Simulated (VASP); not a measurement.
Input of a VASP 6.6.1 run:

The input INCAR:

```
PREC     = Accurate       # precision mode
ENCUT    = 600            # plane-wave cutoff, eV
EDIFF    = 1E-7           # SCF threshold, eV
ISMEAR   = 0              # smearing method
SIGMA    = 0.1            # smearing width, eV
LREAL    = False          # projectors in reciprocal space
LASPH    = True           # aspherical terms in the spheres
NELM     = 80             # most SCF steps
ALGO     = Normal         # electronic algorithm
ISIF     = 3              # what is computed and relaxed
LWAVE    = False          # write WAVECAR
LCHARG   = False          # write CHGCAR
GGA      = PE             # functional
IBRION   = 2              # ionic algorithm
NSW      = 90             # ionic steps
EDIFFG   = -0.04          # ionic threshold
```

File KPOINTS:

```
Automatic mesh
0
Gamma
  6 6 2
```

Contents of POSCAR:

```
RuS2
1.0
    2.9513420686      0.0000000000      0.0000000000
   -1.4756710343      2.5559372066      0.0000000000
    0.0000000000      0.0000000000     11.4795103915
Ru S
2 4
Direct
    0.3333333333      0.6666666667      0.2500000000
    0.6666666667      0.3333333333      0.7500000000
    0.3333333333      0.6666666667      0.6275000000
    0.6666666667      0.3333333333      0.1275000000
    0.3333333333      0.6666666667      0.8725000000
    0.6666666667      0.3333333333      0.3725000000
```

Potentials or basis: VASP PAW PBE potentials, release 64 (Ru_pv, S).

Run with:

```sh
$ cat potpaw_PBE.64/Ru_pv/POTCAR potpaw_PBE.64/S/POTCAR > POTCAR
$ mpirun -np 1 vasp_std > vasp.out
```

Problem. Estimate the relaxed volume.

Solution. 18.98 Å³/atom.

Problem. Estimate the relaxed cell.

Solution. a = 3.320 Å, b = 3.320 Å, c = 11.930 Å, α = 90.00°, β = 90.00°, γ = 120.00°.

Problem. What does it give for the space group after relaxing (to 0.1 Å)?

Solution. P6_3/mmc (No. 194).

Problem. Estimate the band gap on the k mesh.

Solution. Zero (bands 26 and 27 overlap by 1.34 eV).

Final structure:
```yaml
crystal:
  lattice:
    - [3.31975, 0.00000, 0.00000]
    - [-1.65988, 2.87499, 0.00000]
    - [0.00000, 0.00000, 11.92953]
  atoms:
    - { symbol: Ru, position: [0.33333, 0.66667, 0.25000] }
    - { symbol: Ru, position: [0.66667, 0.33333, 0.75000] }
    - { symbol: S, position: [0.33333, 0.66667, 0.63160] }
    - { symbol: S, position: [0.66667, 0.33333, 0.13160] }
    - { symbol: S, position: [0.33333, 0.66667, 0.86840] }
    - { symbol: S, position: [0.66667, 0.33333, 0.36840] }
```

Caveat: the k points lie up to 0.36 Å⁻¹ apart in the final cell, too coarse for converged energies and pressures of a metal; the volume moved by over 15 % at a fixed basis, so the end points are rough; this functional lacks dispersion, which binds the layers, so the pressure and a relaxed spacing across them are unreliable.
